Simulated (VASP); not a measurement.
Input of a VASP 6.6.1 run:

File INCAR:

```
  ALGO = Normal
  EDIFF = 1E-6
  ENCUT = 500
  GGA = PE
  GGA_COMPAT = False
  ISIF = 2
  ISMEAR = 0
  IVDW = 12
  LASPH = True
  LCHARG = False
  LREAL = False
  LWAVE = False
  NBANDS = 20
  NELM = 120
  PREC = Accurate
  SIGMA = 0.03
```

Contents of KPOINTS:

```
k-points
0
Gamma
  12 12 6
```

POSCAR

```
SnSe2
1.0
    4.0062625915      0.0000000000      0.0000000000
   -2.0031312958      3.4695251785      0.0000000000
    0.0000000000      0.0000000000      5.2269708031
Sn Se
1 2
Direct
    0.0000000000      0.0000000000      0.0000000000
    0.3333333333      0.6666666667      0.2651331237
    0.6666666667      0.3333333333      0.7348668763
```

Potentials or basis: VASP PAW PBE potentials, release 64 (Sn_d, Se).

Run with:

```sh
$ cat potpaw_PBE.64/Sn_d/POTCAR potpaw_PBE.64/Se/POTCAR > POTCAR
$ mpirun -np 1 vasp_std > vasp.out
```

**Question.** Estimate the dispersion energy per atom.

**Answer.** -0.386 eV.

**Question.** Predict the largest force.

**Answer.** 1.159 eV/Å.

**Question.** Predict the pressure.

**Answer.** 3.9 GPa.

Stress tensor (GPa, compression positive):
```
1.92 0.00 0.00
0.00 1.92 0.00
0.00 0.00 7.89
```

Caveat: the cell stands under pressure; forces of over 1 eV/Å act on the atoms, so gaps and moduli don't describe the material at rest.
